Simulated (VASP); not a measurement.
Here is a VASP 6.6.1 calculation.

File INCAR:

```
SYSTEM = SiC
PREC = Accurate
ENCUT = 520
EDIFF = 1E-6
ISMEAR = 0
SIGMA = 0.05
LREAL = .False.
LASPH = .True.
NELM = 80
ALGO = Normal
ISIF = 2
LWAVE = .False.
LCHARG = .False.
IBRION = 2
NSW = 50
EDIFFG = -0.01
```

File KPOINTS:

```
regular mesh
0
Gamma
  12 12 6
  0 0 0
```

The input POSCAR:

```
SiC
1.0
    2.9329512359      0.0000000000      0.0000000000
   -1.4664756180      2.5400102783      0.0000000000
    0.0000000000      0.0000000000      5.0106538914
Si C
2 2
Direct
    0.3333333333      0.6666666667      0.0046041256
    0.6666666667      0.3333333333      0.5046041256
    0.3333333333      0.6666666667      0.3803958744
    0.6666666667      0.3333333333      0.8803958744
```

Potentials or basis: VASP PAW LDA potentials, release 64 (Si, C).

Run with:

```sh
$ cat potpaw_LDA.64/Si/POTCAR potpaw_LDA.64/C/POTCAR > POTCAR
$ mpirun -np 1 vasp_std > vasp.out
```

Problem. Estimate the energy gained by relaxing.

Solution. 4.1 meV/atom.

Problem. What does it give for the band gap on the k mesh?

Solution. 1.57 eV (least direct gap 4.37 eV).

Final structure:
```xyz
4
Lattice="2.9330 0.0000 0.0000 -1.4665 2.5400 0.0000 0.0000 0.0000 5.0107" Properties=species:S:1:pos:R:3 pbc="T T T"
Si    0.0000    1.6933    0.0371
Si    1.4665    0.8467    2.5425
C     0.0000    1.6933    1.8920
C     1.4665    0.8467    4.3973
```

A k mesh can miss the band edges. As with any semilocal functional, this LDA gap is likely too small.
